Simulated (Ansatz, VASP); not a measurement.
# Two plane-wave programs on CuO

File INCAR:

```
SYSTEM = CuO
PREC     = Accurate       ! precision mode
ENCUT    = 520            ! plane-wave cutoff, eV
EDIFF    = 1E-7           ! SCF threshold, eV
ISMEAR   = 0              ! smearing method
SIGMA    = 0.05           ! smearing width, eV
LREAL    = .FALSE.        ! projectors in reciprocal space
LASPH    = .TRUE.         ! aspherical terms in the spheres
NELM     = 100            ! most SCF steps
ALGO     = Normal         ! electronic algorithm
ISIF     = 2              ! what is computed and relaxed
LWAVE    = .FALSE.        ! write WAVECAR
LCHARG   = .FALSE.        ! write CHGCAR
GGA      = PS             ! functional
NBANDS   = 25             ! bands
```

File KPOINTS:

```
Automatic mesh
0
G
  14 14 8
  0 0 0
```

Contents of POSCAR:

```
CuO
1.0
    1.9909680000     -2.1535500000      0.0000000000
    1.9909680000      2.1535500000      0.0000000000
    0.0000000000      0.0000000000      5.1559280000
Cu O
2 2
Direct
    0.0000000000      0.5000000000      0.0000000000
    0.5000000000      0.0000000000      0.5000000000
    0.5000000000      0.5000000000      0.2500000000
    0.5000000000      0.5000000000      0.7500000000
```

Input for Ansatz:

```yaml
crystal:
  lattice:
    - [1.990968, -2.15355, 0.0]
    - [1.990968, 2.15355, 0.0]
    - [0.0, 0.0, 5.155928]
  atoms:
    - { symbol: Cu, position: [0.0, 0.5, 0.0] }
    - { symbol: Cu, position: [0.5, 0.0, 0.5] }
    - { symbol: O, position: [0.5, 0.5, 0.25] }
    - { symbol: O, position: [0.5, 0.5, 0.75] }
basis:
  ecutwfc: 420
kpoints:
  mp_grid: { grid: [14, 14, 8] }
hamiltonian:
  xc: pbesol
scf:
  occupations: { method: gaussian, width: 0.05 }
output:
  forces: true
  stress: true
  eigenvalues: true
```

Alike in both runs: task single point; functional PBEsol; k mesh 14 × 14 × 8; occupations gaussian, width 0.05 eV; no spin polarisation.

|  | VASP | Ansatz |
| --- | --- | --- |
| version | VASP 6.6.1 | Ansatz 0.2.0 |
| potentials or method | VASP PAW PBE potentials, release 64 (Cu, O), cutoff 520 eV | scalar-relativistic, plane waves, PAW |
| valence electrons in the cell | 34 | 50 |

Ansatz gave:

| Quantity | Value |
| --- | --- |
| gap on the k mesh at the Fermi level (eV) | none |
| pressure (GPa) | -6.1 |
| traceless stress, the component that is largest in VASP (GPa) | 1.56 |

Task: Which values does VASP return?

Result: gap on the k mesh at the Fermi level (eV): none; pressure (GPa): -5.4; traceless stress, the component that is largest in VASP (GPa): 1.35.

VASP's potentials were made for PBE, not for PBEsol. A gap of «none» marks a metal or a gap that the smearing closes. VASP's potentials hold 34 valence electrons a cell and Ansatz's 50, so a difference there can come from the potentials and not from the codes.
